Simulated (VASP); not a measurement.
# NbTe (P-6m2) in VASP: notebook

NbTe is run at these levels: LDA; tasks: single point.

All numbers are computed with VASP 6.6.1; they aren't measurements. Logs are shortened: lines on timing, memory, paths and dates and some standing lists are left out, and cuts for length are marked.

## (1) The cell of the first run

Symmetry: P-6m2, No. 187, hexagonal system. The conventional cell has a = 3.627 Å, b = 3.627 Å, c = 3.619 Å, α = 90.00°, β = 90.00°, γ = 120.00°. Within 3.7 Å of Te (site symmetry -6m2) lie 6 Nb at 2.77 Å and 8 Te at 3.62 to 3.63 Å. Within 3.7 Å of Nb (site symmetry -6m2) lie 6 Te at 2.77 Å and 8 Nb at 3.62 to 3.63 Å.

## (2) Single point, LDA

INCAR reads:

```
SYSTEM = NbTe
  ALGO = Normal
  EDIFF = 1E-6
  ENCUT = 500
  GGA = CA
  GGA_COMPAT = .False.
  ISIF = 2
  ISMEAR = -1
  LASPH = .True.
  LCHARG = .True.
  LELF = .True.
  LREAL = .False.
  LVHAR = .True.
  LWAVE = .False.
  NBANDS = 16
  NELM = 120
  PREC = Accurate
  SIGMA = 0.05
```

KPOINTS reads:

```
k-points
0
Gamma
  10 10 9
  0 0 0
```

POSCAR reads:

```
NbTe
1.0
    3.6273822700      0.0000000000      0.0000000000
   -1.8136911350      3.1414051951      0.0000000000
    0.0000000000      0.0000000000      3.6187977783
Te Nb
1 1
Direct
    0.6666666667      0.3333333333      0.0000000000
    0.0000000000      0.0000000000      0.5000000000
```

Potentials or basis: VASP PAW LDA potentials, release 64 (Te, Nb_sv).

Started as:

```console
cat potpaw_LDA.64/Te/POTCAR potpaw_LDA.64/Nb_sv/POTCAR > POTCAR
mpirun -np 1 vasp_std > vasp.out
```

OUTCAR:

```text
SYSTEM = NbTe
   EDIFF = 1E-6
   ENCUT = 500
   GGA = CA
   ISIF = 2
   ISMEAR = -1
   LASPH = .True.
   LREAL = .False.
   NELM = 120
   PREC = Accurate

 ion  position               nearest neighbor table
   1  0.667  0.333  0.000-   2 2.77   2 2.77   2 2.77   2 2.77   2 2.77   2 2.77
   2  0.000  0.000  0.500-   1 2.77   1 2.77   1 2.77   1 2.77   1 2.77   1 2.77

  LATTYP: Found a hexagonal cell.
 ALAT       =     3.6273822700
 C/A-ratio  =     0.9976334196

  Lattice vectors:

 A1 = (   3.6273822700,   0.0000000000,   0.0000000000)
 A2 = (  -1.8136911350,   3.1414051951,   0.0000000000)
 A3 = (   0.0000000000,   0.0000000000,   3.6187977783)

Analysis of symmetry for initial positions (statically):
=====================================================================
 Subroutine PRICEL returns:
 Original cell was already a primitive cell.

 Routine SETGRP: Setting up the symmetry group for a
 hexagonal supercell.

 Subroutine GETGRP returns: Found 12 space group operations
 (whereof 12 operations were pure point group operations)
 out of a pool of 24 trial point group operations.

The static configuration has the point symmetry D_3h.

Analysis of symmetry for dynamics (positions and initial velocities):
=====================================================================
 Subroutine PRICEL returns:
 Original cell was already a primitive cell.

 Routine SETGRP: Setting up the symmetry group for a
 hexagonal supercell.

 Subroutine GETGRP returns: Found 12 space group operations
 (whereof 12 operations were pure point group operations)
 out of a pool of 24 trial point group operations.

The dynamic configuration has the point symmetry D_3h.

 Subroutine INISYM returns: Found 12 space group operations
 (whereof 12 operations are pure point group operations),
 and found     1 'primitive' translations

----------------------------------------------------------------------------------------

                                     Primitive cell

  volume of cell :      41.2365

  direct lattice vectors                    reciprocal lattice vectors
     3.627382270  0.000000000  0.000000000     0.275680898  0.159164440  0.000000000
    -1.813691135  3.141405195  0.000000000     0.000000000  0.318328881  0.000000000
     0.000000000  0.000000000  3.618797778     0.000000000  0.000000000  0.276334866

  length of vectors
     3.627382270  3.627382270  3.618797778     0.318328881  0.318328881  0.276334866

  position of ions in fractional coordinates (direct lattice)
     0.666666667  0.333333333  0.000000000
     0.000000000  0.000000000  0.500000000

  ion indices of the primitive-cell ions
   primitive index   ion index
                 1           1
                 2           2

----------------------------------------------------------------------------------------

 KPOINTS: k-points

Automatic generation of k-mesh.
 Grid dimensions read from file:
 generate k-points for:   10   10    9

 Generating k-lattice:

  Cartesian coordinates                     Fractional coordinates (reciprocal lattice)
     0.027568090  0.015916444  0.000000000     0.100000000  0.000000000  0.000000000
     0.000000000  0.031832888  0.000000000     0.000000000  0.100000000  0.000000000
     0.000000000  0.000000000  0.030703874     0.000000000  0.000000000  0.111111111

  Length of vectors
     0.031832888  0.031832888  0.030703874

  Shift w.r.t. Gamma in fractional coordinates (k-lattice)
     0.000000000  0.000000000  0.000000000

 Subroutine IBZKPT returns following result:
 ===========================================

 Found     70 irreducible k-points:

 Following reciprocal coordinates:
            Coordinates               Weight
  0.000000  0.000000  0.000000      1.000000
  0.100000 -0.000000  0.000000      6.000000
  0.200000 -0.000000  0.000000      6.000000
  0.300000  0.000000  0.000000      6.000000
  0.400000  0.000000  0.000000      6.000000
  0.500000  0.000000  0.000000      3.000000
[... 16 lines left out ...]
  0.300000  0.100000  0.111111     24.000000
  0.400000  0.100000  0.111111     24.000000
 [... further k-points ...]
   k-points           NKPTS =     70   k-points in BZ     NKDIM =     70   number of bands    NBANDS=     16
   number of dos      NEDOS =    301   number of ions     NIONS =      2
   total plane-waves  NPLWV =  21952
   dimension x,y,z NGX =    28 NGY =   28 NGZ =   28
   dimension x,y,z NGXF=    56 NGYF=   56 NGZF=   56
   ions per type =               1   1
   NGX,Y,Z   is equivalent  to a cutoff of  12.83, 12.83, 12.86 a.u.
   NGXF,Y,Z  is equivalent  to a cutoff of  25.67, 25.67, 25.73 a.u.
 SYSTEM =  NbTe
   PREC   = accura    normal or accurate (medium, high low for compatibility)
   ISTART =      0    job   : 0-new  1-cont  2-samecut
   ICHARG =      2    charge: 1-file 2-atom 10-const
   ISPIN  =      1    spin polarized calculation?
   LNONCOLLINEAR =      F non collinear calculations
   LSORBIT =      F    spin-orbit coupling
   LASPH  =      T    aspherical Exc in radial PAW
   ENCUT  =  500.0 eV  36.75 Ry    6.06 a.u.   6.61  6.61  6.60*2*pi/ulx,y,z
   NELM   =    120;   NELMIN=  2; NELMDL= -5     # of ELM steps
   EDIFF  = 0.1E-05   stopping-criterion for ELM
   LREAL  =      F    real-space projection
   EDIFFG = 0.1E-04   stopping-criterion for IOM
   NSW    =      0    number of steps for IOM
   IBRION =     -1    ionic relax: 0-MD 1-quasi-New 2-CG
   NFREE  =      0    steps in history (QN), initial steepest desc. (CG)
   ISIF   =      2    stress and relaxation
   ISYM   =      2    0-nonsym 1-usesym 2-fastsym
   POTIM  = 0.5000    time-step for ionic-motion
   TEBEG  =    0.0;   TEEND  =   0.0 temperature during run
   PSTRESS=    0.0 pullay stress
   NELECT =      19.0000    total number of electrons
   NUPDOWN=      -1.0000    fix difference up-down
   EMIN   =  10.00;   EMAX   =-10.00  energy-range for DOS
   EFERMI =   0.00;   METHOD = LEGACY
   ISMEAR =    -1;   SIGMA  =   0.05  broadening in eV -4-tet -1-fermi 0-gaus
   EFERMI_NEDOS =   21; number of points for ismear=-14 and -15
   IALGO  =     38    algorithm
   IMIX   =      4    mixing-type and parameters
     AMIX     =   0.40;   BMIX     =  1.00
     AMIX_MAG =   1.60;   BMIX_MAG =  1.00
  volume/ion in A,a.u.               =      20.62       139.14
  Fermi-wavevector in a.u.,A,eV,Ry     =   1.264442  2.389448 21.753171  1.598813
  Thomas-Fermi vector in A             =   2.397747
   LORBIT       =      0    0 simple, 1 ext, 2 COOP (PROOUT), +10 PAW based schemes
   GGA     = CA    functional components
   LHFCALC =     F    Hartree Fock is set to
   AEXX    =    0.0000 exact exchange contribution
   IVDW    =     0    specifies the selected vdW correction
   LEPSILON=     F    determine dielectric tensor
   LRPA    =     F    only Hartree local field effects (RPA)
 non-spin polarized calculation
  energy-cutoff  :      500.00
  volume of cell :       41.24
 maximum number of plane-waves:      1069
 NGX is ok and might be reduce to    28
   NGX = 13   NGY = 13   NGZ = 13

 number of electron      19.0000001 magnetization

 Free energy of the ion-electron system (eV)
  ---------------------------------------------------
  ext. energy  EPLUGINS =         0.00000000
  ---------------------------------------------------
  free energy    TOTEN  =       -15.51868778 eV

  energy without entropy =      -15.50696340  energy(sigma->0) =      -15.51282559

 E-fermi :  11.7686     XC(G=0): -11.7459

 val. band max:       11.7552279236   @ k =   0.3000   0.3000   0.1111
 cond. band min:      11.8156051553   @ k =   0.1000   0.1000   0.0000
 fundamental gap:      0.0603772317
 Fermi energy:        11.7686255110

 k-point     1 :       0.0000    0.0000    0.0000
  band No.  band energies     occupation
      1     -43.3866      2.00000
      2     -19.7725      2.00000
      3     -19.5628      2.00000
      4     -19.5628      2.00000
      5      -2.8449      2.00000
      6       8.4868      2.00000
[... 8 lines left out ...]
     15      17.8570      0.00000
     16      19.0510      0.00000

 k-point     2 :       0.1000   -0.0000    0.0000
  band No.  band energies     occupation
      1     -43.3854      2.00000
      2     -19.7695      2.00000
      3     -19.5802      2.00000
      4     -19.5669      2.00000
      5      -2.7114      2.00000
      6       7.8911      2.00000
[... 8 lines left out ...]
     15      17.7451      0.00000
     16      19.5867      0.00000

 k-point     3 :       0.2000   -0.0000    0.0000
  band No.  band energies     occupation
      1     -43.3822      2.00000
      2     -19.7618      2.00000
      3     -19.6252      2.00000
      4     -19.5774      2.00000
      5      -2.3332      2.00000
      6       6.8290      2.00000
[... 8 lines left out ...]
     15      18.3260      0.00000
     16      20.4884      0.00000

 k-point     4 :       0.3000    0.0000    0.0000
  band No.  band energies     occupation
      1     -43.3783      2.00000
      2     -19.7522      2.00000
      3     -19.6802      2.00000
      4     -19.5904      2.00000
      5      -1.7869      2.00000
      6       5.6495      2.00000
[... 8 lines left out ...]
     15      19.1705      0.00000
     16      20.8038      0.00000

 k-point     5 :       0.4000    0.0000    0.0000
  band No.  band energies     occupation
      1     -43.3751      2.00000
      2     -19.7445      2.00000
      3     -19.7242      2.00000
      4     -19.6008      2.00000
      5      -1.2398      2.00000
      6       4.6772      2.00000
[... 8 lines left out ...]
     15      18.2278      0.00000
     16      20.8652      0.00000

 k-point     6 :       0.5000    0.0000    0.0000
  band No.  band energies     occupation
      1     -43.3739      2.00000
      2     -19.7415      2.00000
      3     -19.7408      2.00000
      4     -19.6048      2.00000
      5      -0.9893      2.00000
      6       4.2782      2.00000
[... 8 lines left out ...]
     15      17.7020      0.00000
     16      21.0480      0.00000

 k-point     7 :       0.1000    0.1000    0.0000
  band No.  band energies     occupation
      1     -43.3832      2.00000
      2     -19.7642      2.00000
      3     -19.6101      2.00000
      4     -19.5754      2.00000
      5      -2.4552      2.00000
      6       7.1723      2.00000
[... 8 lines left out ...]
     15      17.7899      0.00000
     16      20.3674      0.00000

 k-point     8 :       0.2000    0.1000    0.0000
  band No.  band energies     occupation
      1     -43.3797      2.00000
      2     -19.7555      2.00000
      3     -19.6572      2.00000
      4     -19.5901      2.00000
      5      -1.9899      2.00000
      6       6.1563      2.00000
[... 8 lines left out ...]
     15      18.6870      0.00000
     16      20.6316      0.00000

 k-point     9 :       0.3000    0.1000    0.0000
  band No.  band energies     occupation
      1     -43.3761      2.00000
      2     -19.7469      2.00000
      3     -19.7035      2.00000
      4     -19.6049      2.00000
      5      -1.4304      2.00000
      6       5.1492      2.00000
[... 8 lines left out ...]
     15      18.9982      0.00000
     16      20.6837      0.00000
[... 172 lines left out ...]
 k-point    19 :       0.4000    0.0000    0.1111
  band No.  band energies     occupation
      1     -43.3743      2.00000
      2     -19.7604      2.00000
      3     -19.7207      2.00000
      4     -19.5985      2.00000
      5      -1.1827      2.00000
      6       4.7602      2.00000
[... 8 lines left out ...]
     15      17.7601      0.00000
     16      20.7523      0.00000

 k-point    20 :       0.5000    0.0000    0.1111
  band No.  band energies     occupation
      1     -43.3731      2.00000
      2     -19.7570      2.00000
      3     -19.7373      2.00000
      4     -19.6025      2.00000
      5      -0.9486      2.00000
      6       4.3716      2.00000
[... 8 lines left out ...]
     15      17.8506      0.00000
     16      20.6583      0.00000

 k-point    21 :       0.1000    0.1000    0.1111
  band No.  band energies     occupation
      1     -43.3824      2.00000
      2     -19.7817      2.00000
      3     -19.6080      2.00000
      4     -19.5736      2.00000
      5      -2.3346      2.00000
      6       7.2614      2.00000
[... 8 lines left out ...]
     15      17.8441      0.00000
     16      19.9647      0.00000

 k-point    22 :       0.2000    0.1000    0.1111
  band No.  band energies     occupation
      1     -43.3788      2.00000
      2     -19.7724      2.00000
      3     -19.6544      2.00000
      4     -19.5880      2.00000
      5      -1.8914      2.00000
      6       6.2478      2.00000
[... 8 lines left out ...]
     15      18.5762      0.00000
     16      20.0958      0.00000

 k-point    23 :       0.3000    0.1000    0.1111
  band No.  band energies     occupation
      1     -43.3753      2.00000
      2     -19.7630      2.00000
      3     -19.7002      2.00000
      4     -19.6026      2.00000
      5      -1.3619      2.00000
      6       5.2368      2.00000
[... 8 lines left out ...]
     15      18.3120      0.00000
     16      20.5913      0.00000

 k-point    24 :       0.4000    0.1000    0.1111
  band No.  band energies     occupation
      1     -43.3731      2.00000
      2     -19.7571      2.00000
      3     -19.7284      2.00000
      4     -19.6116      2.00000
      5      -0.9636      2.00000
      6       4.5738      2.00000
[... 8 lines left out ...]
     15      18.2359      0.00000
     16      20.5260      0.00000

 [... further k-points ...]
[... 5 lines left out ...]
  --------------------------------------------------------------------------------------
  -------------------------------------------------------------------------------------
  Total       -0.0326302     -0.0326302      0.2463949      0.0000000      0.0000000      0.0000000
  in kB       -1.2677929     -1.2677929      9.5732768      0.0000000      0.0000000      0.0000000
  external PRESSURE =       2.3458970 kB  Pullay stress =       0.0000000 kB

 VOLUME and BASIS-vectors are now :
 -----------------------------------------------------------------------------
  energy-cutoff  :      500.00
  volume of cell :       41.24
      direct lattice vectors                 reciprocal lattice vectors
     3.627382270  0.000000000  0.000000000     0.275680898  0.159164440  0.000000000
    -1.813691135  3.141405195  0.000000000     0.000000000  0.318328881  0.000000000
     0.000000000  0.000000000  3.618797778     0.000000000  0.000000000  0.276334866

 POSITION                                       TOTAL-FORCE (eV/Angst)
 -----------------------------------------------------------------------------------
      1.81369      1.04714      0.00000         0.000000      0.000000      0.000000
      0.00000      0.00000      1.80940        -0.000000      0.000000      0.000000
 -----------------------------------------------------------------------------------
    total drift:                               -0.000000      0.000000      0.000000

  FREE ENERGIE OF THE ION-ELECTRON SYSTEM (eV)
  ---------------------------------------------------
  free  energy   TOTEN  =       -15.5186877783 eV

  energy  without entropy=      -15.5069633986  energy(sigma->0) =      -15.51282559
```

It took 52 s on 1 thread of Intel Xeon Platinum 8259CL at 2.50GHz (Skylake/Cascade Lake), shared host; peak memory 0.17 GiB.

Results:

- Free energy: -15.5187 eV
- Pressure: 0.2 GPa
- Band gap on the k mesh: zero (an odd number of electrons rules out a gap without spin polarisation)

Stress tensor (GPa, compression positive):
```
-0.13  0.00  0.00
 0.00 -0.13  0.00
 0.00  0.00  0.96
```

Levels at points of the mesh, in eV from the Fermi level:
```
           k point  band 7  band 8  band 9  band 10  band 11  band 12  band 13  band 14
(0.00, 0.00, 0.00)   -3.28   -3.24   -2.28     0.17     0.17     2.72     2.72     3.26
(0.50, 0.00, 0.00)   -3.98   -2.86   -2.58    -0.17     1.34     1.67     3.30     4.13
```

Caveat: spin-orbit coupling is left out, which moves the levels of the heavy elements; an odd number of electrons without spin polarisation forces a metal; a magnetic or distorted state may lie lower.

## (3) Single point, LDA

This run uses another cell than the first one, of 21.28 Å³/atom.

INCAR reads:

```
  PREC = Accurate
  ENCUT = 500
  EDIFF = 1E-6
  ISMEAR = -1
  SIGMA = 0.05
  LREAL = False
  LASPH = True
  NELM = 120
  ALGO = Normal
  ISIF = 2
  LWAVE = False
  LCHARG = False
  GGA = CA
  NBANDS = 16
  GGA_COMPAT = False
```

KPOINTS reads:

```
regular mesh
0
Gamma
  10 10 9
```

POSCAR reads:

```
NbTe
1.0
    3.6655680475      0.0000000000      0.0000000000
   -1.8327840237      3.1744750484      0.0000000000
    0.0000000000      0.0000000000      3.6568931860
Te Nb
1 1
Direct
    0.6666666667      0.3333333333      0.0000000000
    0.0000000000      0.0000000000      0.5000000000
```

Potentials or basis: VASP PAW LDA potentials, release 64 (Te, Nb_sv).

Started as:

```console
cat potpaw_LDA.64/Te/POTCAR potpaw_LDA.64/Nb_sv/POTCAR > POTCAR
mpirun -np 1 vasp_std > vasp.out
```

Run time: 47 s. Hardware: 1 thread of Intel Xeon Platinum 8259CL at 2.50GHz (Skylake/Cascade Lake), shared host; peak memory 0.17 GiB.

Results (log left out):

```yaml
Free_energy: -15.5034 eV
Pressure: -4.0 GPa
Band_gap_on_the_k_mesh: zero (an odd number of electrons rules out a gap without spin polarisation)
```

Stress tensor (GPa, compression positive):
```
-3.93  0.00  0.00
 0.00 -3.93  0.00
 0.00  0.00 -4.03
```

Levels at points of the mesh, in eV from the Fermi level:
```csv
k point,band 6,band 7,band 8,band 9,band 10,band 11,band 12,band 13,band 14,band 15
"(0.00, 0.00, 0.00)",-3.20,-3.20,-3.09,-2.29,0.17,0.17,2.58,2.58,3.05,6.01
"(0.50, 0.00, 0.00)",-7.31,-3.89,-2.72,-2.57,-0.17,1.29,1.58,3.18,3.99,5.83
```

Caveat: the cell stands under tension; spin-orbit coupling is left out, which moves the levels of the heavy elements; an odd number of electrons without spin polarisation forces a metal; a magnetic or distorted state may lie lower.

The gap in the log of VASP goes by the Fermi energy; the results here count the filled bands.